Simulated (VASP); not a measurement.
# Re (Fm-3m) in VASP: notebook

Runs on Re. Level: LDA. Tasks: single point.

All numbers are computed with VASP 6.6.1; they aren't measurements. Logs are shortened: lines on timing, memory, paths and dates and some standing lists are left out, and cuts for length are marked.

## Step 1: The cell of the first run

Symmetry: Fm-3m, No. 225, cubic system. Conventional cell: a = 3.869 Å, b = 3.869 Å, c = 3.869 Å, α = 90.00°, β = 90.00°, γ = 90.00°. Re (site symmetry m-3m) has 12 Re at 2.74 Å within 3.6 Å.

## Step 2: Single point, LDA (volume scaled by 0.94)

INCAR reads:

```
PREC     = Accurate       # precision mode
ENCUT    = 520            # plane-wave cutoff, eV
EDIFF    = 1E-7           # SCF threshold, eV
ISMEAR   = -1             # smearing method
SIGMA    = 0.03           # smearing width, eV
LREAL    = False          # projectors in reciprocal space
LASPH    = True           # aspherical terms in the spheres
NELM     = 100            # most SCF steps
ALGO     = Normal         # electronic algorithm
ISIF     = 2              # what is computed and relaxed
LWAVE    = False          # write WAVECAR
LCHARG   = False          # write CHGCAR
GGA      = CA             # functional
NBANDS   = 10             # bands
```

KPOINTS reads:

```
regular mesh
0
Gamma
  14 14 14
```

POSCAR reads:

```
Re
1.0
    0.0000000000      1.9346825647      1.9346825647
    1.9346825647      0.0000000000      1.9346825647
    1.9346825647      1.9346825647      0.0000000000
Re
1
Direct
    0.0000000000      0.0000000000      0.0000000000
```

Potentials or basis: VASP PAW LDA potentials, release 64 (Re).

The run is started by

```console
> cat potpaw_LDA.64/Re/POTCAR > POTCAR
> mpirun -np 1 vasp_std > vasp.out
```

OUTCAR:

```text
PREC = Accurate
   ENCUT = 520
   EDIFF = 1E-7
   ISMEAR = -1
   LREAL = False
   LASPH = True
   NELM = 100
   ISIF = 2
   GGA = CA

 ion  position               nearest neighbor table
   1  0.000  0.000  0.000-

  LATTYP: Found a face centered cubic cell.
 ALAT       =     3.8693651294

  Lattice vectors:

 A1 = (   0.0000000000,   1.9346825647,   1.9346825647)
 A2 = (   1.9346825647,   0.0000000000,   1.9346825647)
 A3 = (   1.9346825647,   1.9346825647,   0.0000000000)

Analysis of symmetry for initial positions (statically):
=====================================================================
 Subroutine PRICEL returns:
 Original cell was already a primitive cell.

 Routine SETGRP: Setting up the symmetry group for a
 face centered cubic supercell.

 Subroutine GETGRP returns: Found 48 space group operations
 (whereof 48 operations were pure point group operations)
 out of a pool of 48 trial point group operations.

The static configuration has the point symmetry O_h .

Analysis of symmetry for dynamics (positions and initial velocities):
=====================================================================
 Subroutine PRICEL returns:
 Original cell was already a primitive cell.

 Routine SETGRP: Setting up the symmetry group for a
 face centered cubic supercell.

 Subroutine GETGRP returns: Found 48 space group operations
 (whereof 48 operations were pure point group operations)
 out of a pool of 48 trial point group operations.

The dynamic configuration has the point symmetry O_h .

 Subroutine INISYM returns: Found 48 space group operations
 (whereof 48 operations are pure point group operations),
 and found     1 'primitive' translations

----------------------------------------------------------------------------------------

                                     Primitive cell

  volume of cell :      14.4830

  direct lattice vectors                    reciprocal lattice vectors
     0.000000000  1.934682565  1.934682565    -0.258440330  0.258440330  0.258440330
     1.934682565  0.000000000  1.934682565     0.258440330 -0.258440330  0.258440330
     1.934682565  1.934682565  0.000000000     0.258440330  0.258440330 -0.258440330

  length of vectors
     2.736054322  2.736054322  2.736054322     0.447631782  0.447631782  0.447631782

  position of ions in fractional coordinates (direct lattice)
     0.000000000  0.000000000  0.000000000

  ion indices of the primitive-cell ions
   primitive index   ion index
                 1           1

----------------------------------------------------------------------------------------

 KPOINTS: regular mesh

Automatic generation of k-mesh.
 Grid dimensions read from file:
 generate k-points for:   14   14   14

 Generating k-lattice:

  Cartesian coordinates                     Fractional coordinates (reciprocal lattice)
    -0.018460024  0.018460024  0.018460024     0.071428571  0.000000000  0.000000000
     0.018460024 -0.018460024  0.018460024     0.000000000  0.071428571  0.000000000
     0.018460024  0.018460024 -0.018460024     0.000000000  0.000000000  0.071428571

  Length of vectors
     0.031973699  0.031973699  0.031973699

  Shift w.r.t. Gamma in fractional coordinates (k-lattice)
     0.000000000  0.000000000  0.000000000

 Subroutine IBZKPT returns following result:
 ===========================================

 Found    104 irreducible k-points:

 Following reciprocal coordinates:
            Coordinates               Weight
  0.000000  0.000000  0.000000      1.000000
  0.071429  0.000000  0.000000      8.000000
  0.142857  0.000000  0.000000      8.000000
  0.214286  0.000000  0.000000      8.000000
  0.285714  0.000000  0.000000      8.000000
  0.357143  0.000000  0.000000      8.000000
[... 16 lines left out ...]
  0.214286  0.142857  0.000000     24.000000
  0.285714  0.142857  0.000000     24.000000
 [... further k-points ...]
   k-points           NKPTS =    104   k-points in BZ     NKDIM =    104   number of bands    NBANDS=     10
   number of dos      NEDOS =    301   number of ions     NIONS =      1
   total plane-waves  NPLWV =   8000
   dimension x,y,z NGX =    20 NGY =   20 NGZ =   20
   dimension x,y,z NGXF=    40 NGYF=   40 NGZF=   40
   ions per type =               1
   NGX,Y,Z   is equivalent  to a cutoff of  12.15, 12.15, 12.15 a.u.
   NGXF,Y,Z  is equivalent  to a cutoff of  24.30, 24.30, 24.30 a.u.
 SYSTEM =  unknown system
   PREC   = accura    normal or accurate (medium, high low for compatibility)
   ISTART =      0    job   : 0-new  1-cont  2-samecut
   ICHARG =      2    charge: 1-file 2-atom 10-const
   ISPIN  =      1    spin polarized calculation?
   LNONCOLLINEAR =      F non collinear calculations
   LSORBIT =      F    spin-orbit coupling
   LASPH  =      T    aspherical Exc in radial PAW
   ENCUT  =  520.0 eV  38.22 Ry    6.18 a.u.   5.09  5.09  5.09*2*pi/ulx,y,z
   NELM   =    100;   NELMIN=  2; NELMDL= -5     # of ELM steps
   EDIFF  = 0.1E-06   stopping-criterion for ELM
   LREAL  =      F    real-space projection
   EDIFFG = 0.1E-05   stopping-criterion for IOM
   NSW    =      0    number of steps for IOM
   IBRION =     -1    ionic relax: 0-MD 1-quasi-New 2-CG
   NFREE  =      0    steps in history (QN), initial steepest desc. (CG)
   ISIF   =      2    stress and relaxation
   ISYM   =      2    0-nonsym 1-usesym 2-fastsym
   POTIM  = 0.5000    time-step for ionic-motion
   TEBEG  =    0.0;   TEEND  =   0.0 temperature during run
   PSTRESS=    0.0 pullay stress
   NELECT =       7.0000    total number of electrons
   NUPDOWN=      -1.0000    fix difference up-down
   EMIN   =  10.00;   EMAX   =-10.00  energy-range for DOS
   EFERMI =   0.00;   METHOD = LEGACY
   ISMEAR =    -1;   SIGMA  =   0.03  broadening in eV -4-tet -1-fermi 0-gaus
   EFERMI_NEDOS =   21; number of points for ismear=-14 and -15
   IALGO  =     38    algorithm
   IMIX   =      4    mixing-type and parameters
     AMIX     =   0.40;   BMIX     =  1.00
     AMIX_MAG =   1.60;   BMIX_MAG =  1.00
  volume/ion in A,a.u.               =      14.48        97.74
  Fermi-wavevector in a.u.,A,eV,Ry     =   1.284757  2.427839 22.457798  1.650602
  Thomas-Fermi vector in A             =   2.416932
   LORBIT       =      0    0 simple, 1 ext, 2 COOP (PROOUT), +10 PAW based schemes
   GGA     = CA    functional components
   LHFCALC =     F    Hartree Fock is set to
   AEXX    =    0.0000 exact exchange contribution
   IVDW    =     0    specifies the selected vdW correction
   LEPSILON=     F    determine dielectric tensor
   LRPA    =     F    only Hartree local field effects (RPA)
 non-spin polarized calculation
  energy-cutoff  :      520.00
  volume of cell :       14.48
 maximum number of plane-waves:       399
   NGX = 11   NGY = 11   NGZ = 11

 number of electron       7.0000001 magnetization

 Free energy of the ion-electron system (eV)
  ---------------------------------------------------
  ext. energy  EPLUGINS =         0.00000000
  ---------------------------------------------------
  free energy    TOTEN  =       -13.69052144 eV

  energy without entropy =      -13.68766320  energy(sigma->0) =      -13.68909232

 E-fermi :   8.3035     XC(G=0): -13.9271

 val. band max:        8.2987143199   @ k =  -0.1429   0.1429   0.0000
 cond. band min:       8.3073430081   @ k =   0.1429   0.1429   0.0000
 fundamental gap:      0.0086286881
 Fermi energy:         8.3034666296

 k-point     1 :       0.0000    0.0000    0.0000
  band No.  band energies     occupation
      1      -1.8531      2.00000
      2       6.3400      2.00000
      3       6.3400      2.00000
      4       6.3400      2.00000
      5       9.5958      0.00000
      6       9.5958      0.00000
      7      22.2957      0.00000
      8      28.0055      0.00000
      9      28.0055      0.00000
     10      28.0055      0.00000

 k-point     2 :       0.0714    0.0000    0.0000
  band No.  band energies     occupation
      1      -1.6112      2.00000
      2       6.1777      2.00000
      3       6.4531      2.00000
      4       6.4531      2.00000
      5       9.5044      0.00000
      6       9.5044      0.00000
      7      22.7658      0.00000
      8      26.8860      0.00000
      9      28.4505      0.00000
     10      28.4505      0.00000

 k-point     3 :       0.1429    0.0000    0.0000
  band No.  band energies     occupation
      1      -0.9332      2.00000
      2       5.8066      2.00000
      3       6.7131      2.00000
      4       6.7131      2.00000
      5       9.3526      0.00000
      6       9.3526      0.00000
      7      23.8620      0.00000
      8      25.2419      0.00000
      9      29.7193      0.00000
     10      29.7193      0.00000

 k-point     4 :       0.2143    0.0000    0.0000
  band No.  band energies     occupation
      1       0.0095      2.00000
      2       5.5219      2.00000
      3       6.8618      2.00000
      4       6.8618      2.00000
      5       9.4835      0.00000
      6       9.4835      0.00000
      7      23.0836      0.00000
      8      25.8847      0.00000
      9      31.6413      0.00000
     10      31.6413      0.00000
[... 222 lines left out ...]
 k-point    22 :       0.1429    0.1429    0.0000
  band No.  band energies     occupation
      1      -0.6183      2.00000
      2       5.2948      2.00000
      3       7.1274      2.00000
      4       7.1274      2.00000
      5       8.3073      0.93548
      6      10.0149      0.00000
      7      24.6715      0.00000
      8      26.4961      0.00000
      9      28.6482      0.00000
     10      28.6482      0.00000

 k-point    23 :       0.2143    0.1429    0.0000
  band No.  band energies     occupation
      1       0.1208      2.00000
      2       4.8725      2.00000
      3       7.2065      2.00000
      4       7.4925      2.00000
      5       8.2134      1.90531
      6      10.2499      0.00000
      7      25.4252      0.00000
      8      26.0976      0.00000
      9      29.0722      0.00000
     10      29.6254      0.00000

 k-point    24 :       0.2857    0.1429    0.0000
  band No.  band energies     occupation
      1       1.0416      2.00000
      2       4.6342      2.00000
      3       6.6227      2.00000
      4       7.6180      2.00000
      5       9.1446      0.00000
      6      10.7430      0.00000
      7      23.9363      0.00000
      8      27.1953      0.00000
      9      29.5346      0.00000
     10      30.0095      0.00000

 [... further k-points ...]

------------------------ aborting loop because EDIFF is reached ----------------------------------------

  FORCE on cell =-STRESS in cart. coord.  units (eV):
  Direction    XX          YY          ZZ          XY          YZ          ZX
  --------------------------------------------------------------------------------------
  -------------------------------------------------------------------------------------
  Total       -0.1565969     -0.1565969     -0.1565969     -0.0000000     -0.0000000      0.0000000
  in kB      -17.3234554    -17.3234554    -17.3234554     -0.0000000     -0.0000000      0.0000000
  external PRESSURE =     -17.3234554 kB  Pullay stress =       0.0000000 kB

 VOLUME and BASIS-vectors are now :
 -----------------------------------------------------------------------------
  energy-cutoff  :      520.00
  volume of cell :       14.48
      direct lattice vectors                 reciprocal lattice vectors
     0.000000000  1.934682565  1.934682565    -0.258440330  0.258440330  0.258440330
     1.934682565  0.000000000  1.934682565     0.258440330 -0.258440330  0.258440330
     1.934682565  1.934682565  0.000000000     0.258440330  0.258440330 -0.258440330

 POSITION                                       TOTAL-FORCE (eV/Angst)
 -----------------------------------------------------------------------------------
      0.00000      0.00000      0.00000         0.000000      0.000000      0.000000
 -----------------------------------------------------------------------------------
    total drift:                                0.000000      0.000000     -0.000000

  FREE ENERGIE OF THE ION-ELECTRON SYSTEM (eV)
  ---------------------------------------------------
  free  energy   TOTEN  =       -13.6905214417 eV

  energy  without entropy=      -13.6876632011  energy(sigma->0) =      -13.68909232
```

It took 23 s on 1 thread of Intel Xeon 6975P-C, shared host; peak memory 0.13 GiB.

What came out:

- Free energy: -13.6905 eV
- Pressure: -1.7 GPa

Levels at points of the mesh, in eV from the Fermi level:
| k point | band 2 | band 3 | band 4 | band 5 | band 6 | band 7 |
| --- | --- | --- | --- | --- | --- | --- |
| (0.00, 0.00, 0.00) | -1.96 | -1.96 | -1.96 | 1.29 | 1.29 | 13.99 |
| (0.50, 0.00, 0.00) | -2.18 | -2.18 | 0.39 | 3.93 | 3.93 | 10.25 |
| (0.50, 0.50, 0.00) | -6.08 | 3.01 | 3.87 | 4.71 | 4.71 | 12.49 |

Caveat: spin-orbit coupling is left out, which moves the levels of the heavy elements.

## Step 3: Single point, LDA (volume scaled by 0.98)

INCAR reads:

```
ALGO     = Normal         # electronic algorithm
EDIFF    = 1E-6           # SCF threshold, eV
ENCUT    = 520            # plane-wave cutoff, eV
ISIF     = 2              # what is computed and relaxed
ISMEAR   = -1             # smearing method
LASPH    = T              # aspherical terms in the spheres
LCHARG   = F              # write CHGCAR
LREAL    = F              # projectors in reciprocal space
LWAVE    = F              # write WAVECAR
NBANDS   = 10             # bands
NELM     = 100            # most SCF steps
PREC     = Accurate       # precision mode
SIGMA    = 0.03           # smearing width, eV
```

KPOINTS reads:

```
k-points
0
Gamma
  14 14 14
```

POSCAR reads:

```
Re
1.0
    0.0000000000      1.9617445670      1.9617445670
    1.9617445670      0.0000000000      1.9617445670
    1.9617445670      1.9617445670      0.0000000000
Re
1
Direct
    0.0000000000      0.0000000000      0.0000000000
```

Potentials or basis: VASP PAW LDA potentials, release 64 (Re).

The run is started by

```console
> cat potpaw_LDA.64/Re/POTCAR > POTCAR
> mpirun -np 1 vasp_std > vasp.out
```

Run time: 21 s. Hardware: 1 thread of Intel Xeon 6975P-C, shared host; peak memory 0.14 GiB.

The run converged. Its results:

* Free energy: -13.6541 eV
* Pressure: -16.9 GPa

Levels at points of the mesh, in eV from the Fermi level:
| k point | band 1 | band 2 | band 3 | band 4 | band 5 | band 6 | band 7 | band 8 |
| --- | --- | --- | --- | --- | --- | --- | --- | --- |
| (0.00, 0.00, 0.00) | -9.86 | -1.84 | -1.84 | -1.84 | 1.21 | 1.21 | 13.97 | 19.44 |
| (0.50, 0.00, 0.00) | -6.65 | -2.04 | -2.04 | 0.33 | 3.68 | 3.68 | 9.64 | 13.47 |
| (0.50, 0.50, 0.00) | -6.58 | -5.73 | 2.83 | 3.62 | 4.41 | 4.41 | 12.15 | 12.15 |

Caveat: spin-orbit coupling is left out, which moves the levels of the heavy elements.

## Step 4: Single point, LDA (volume scaled by 1.03)

INCAR reads:

```
PREC = Accurate ; ENCUT = 520
EDIFF = 1E-7 ; ISMEAR = -1
SIGMA = 0.03 ; LREAL = F
LASPH = T ; NELM = 100
ALGO = Normal ; ISIF = 2
LWAVE = F ; LCHARG = F
NBANDS = 10
```

KPOINTS reads:

```
regular mesh
0
Gamma
  14 14 14
```

POSCAR reads:

```
Re
1.0
    0.0000000000      1.9945557272      1.9945557272
    1.9945557272      0.0000000000      1.9945557272
    1.9945557272      1.9945557272      0.0000000000
Re
1
Direct
    0.0000000000      0.0000000000      0.0000000000
```

The run is started by

```console
> cat potpaw_LDA.64/Re/POTCAR > POTCAR
> mpirun -np 1 vasp_std > vasp.out
```

Wall time 23 s (1 thread of Intel Xeon 6975P-C, shared host); peak memory 0.14 GiB.

It converged, with:

* Free energy: -13.5369 eV
* Pressure: -31.4 GPa

Levels at points of the mesh, in eV from the Fermi level:
```tsv
k point	band 1	band 2	band 3	band 4	band 5	band 6	band 7	band 8	band 9
(0.00, 0.00, 0.00)	-9.50	-1.71	-1.71	-1.71	1.12	1.12	13.93	19.11	19.11
(0.50, 0.00, 0.00)	-6.29	-1.89	-1.89	0.27	3.40	3.40	8.94	13.43	19.28
(0.50, 0.50, 0.00)	-6.15	-5.34	2.64	3.34	4.07	4.07	11.73	11.76	11.76
```

Caveat: spin-orbit coupling is left out, which moves the levels of the heavy elements.

## Step 5: The runs side by side

| cell | gap on the mesh (eV) | pressure (GPa) |
| --- | --- | --- |
| a = 2.736 Å, angles 60.0°, 1 atom | none | -1.7 |
| a = 2.774 Å, angles 60.0°, 1 atom | none | -16.9 |
| a = 2.821 Å, angles 60.0°, 1 atom | none | -31.4 |

Alike in all rows: task single point; level LDA; potentials or basis VASP PAW LDA potentials, release 64 (Re); no spin polarisation; k mesh 14 × 14 × 14; cutoff (eV) 520; smearing fermi-dirac 0.03 eV.

Caveats: spin-orbit coupling is left out, which moves the levels of the heavy elements.

Total energies depend on the potentials used, so only differences within one code and one set of settings carry meaning.
